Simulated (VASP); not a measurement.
A run of VASP 6.6.1 is set up as follows.

The input POSCAR:

```
Ta
1.0
   -1.6533592789      1.6533592789      1.6533592789
    1.6533592789     -1.6533592789      1.6533592789
    1.6533592789      1.6533592789     -1.6533592789
Ta
1
Direct
    0.0000000000      0.0000000000      0.0000000000
```

Contents of INCAR.step1:

```
PREC = Accurate
ENCUT = 520
ISMEAR = -1
SIGMA = 0.2
LREAL = F
LASPH = T
NELM = 100
NBANDS = 12
GGA = PE
ALGO = Normal
EDIFF = 1E-4
LWAVE = T
LCHARG = F
```

Contents of INCAR.step2:

```
PREC = Accurate
ENCUT = 520
EDIFF = 1E-7
ISMEAR = -1
SIGMA = 0.2
LREAL = F
LASPH = T
NELM = 100
ALGO = Normal
ISIF = 2
LWAVE = F
LCHARG = F
METAGGA = R2SCAN
LMIXTAU = T
NBANDS = 12
ISTART = 1
```

Contents of KPOINTS:

```
regular mesh
0
Gamma
  13 13 13
```

Potentials or basis: VASP PAW PBE potentials, release 64 (Ta_pv).

Run with:

```bash
$ cat potpaw_PBE.64/Ta_pv/POTCAR > POTCAR
$ cp INCAR.step1 INCAR
$ mpirun -np 1 vasp_std > vasp.out
$ cp INCAR.step2 INCAR
$ mpirun -np 1 vasp_std > vasp.out
```

(1) Estimate the pressure.

Answers

(1) 1.0 GPa.

Caveat: the PAW data sets were made with another functional, which shifts forces and pressure a little.
